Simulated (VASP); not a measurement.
Crystal: Pd.

```
Pd
1.0
     2.65014    0.00000    0.00000
    -1.32507    2.29509    0.00000
     0.00000    0.00000    8.65103
Pd
4
Cartesian
  0.0000 0.0000 0.0000
  0.0000 1.5301 2.1628
  0.0000 0.0000 4.3255
  1.3251 0.7650 6.4883
```

This isn't the form of Pd at room conditions, which is fcc.

| Item | Value |
| --- | --- |
| Program | VASP 6.6.1 |
| Task | relaxation of cell and atoms |
| Functional | r2SCAN |
| Potentials or basis | VASP PAW PBE potentials, release 64 (Pd) |
| Cutoff | 600 eV |
| k mesh | 12 × 12 × 4 |
| Occupations | gaussian, width 0.1 eV |
| Spin | no spin polarisation |

At the start: pressure 34.9 GPa; volume 13.15 Å³/atom.

**Question.** Where does the relaxation end?

**Answer.** Over 6 steps the energy falls by 173.9 meV/atom and the volume is 14.99 Å³/atom (+14.0 %); space group P6_3/mmc (No. 194, to 0.1 Å) before and after.

Step by step:
```tsv
step	energy change (eV)	largest force (eV/Å)	pressure (GPa)	volume (Å³)
1	0.0000	0.0000	34.88	52.62
2	0.9913	0.0000	-22.94	77.57
3	-0.6905	0.0000	-2.07	60.67
4	-0.6949	0.0000	-0.49	60.14
5	-0.6951	0.0000	-0.01	59.98
6	-0.6957	0.0000	0.00	59.98
```

Final structure:
```yaml
crystal:
  lattice:
    - [2.76306, 0.00000, 0.00000]
    - [-1.38153, 2.39288, 0.00000]
    - [0.00000, 0.00000, 9.07112]
  atoms:
    - { symbol: Pd, position: [0.00000, 0.00000, 0.00000] }
    - { symbol: Pd, position: [0.33333, 0.66667, 0.25000] }
    - { symbol: Pd, position: [0.00000, 0.00000, 0.50000] }
    - { symbol: Pd, position: [0.66667, 0.33333, 0.75000] }
```

Caveat: the highest band is partly filled, so the run has too few bands; the PAW data sets were made with another functional, which shifts forces and pressure a little.
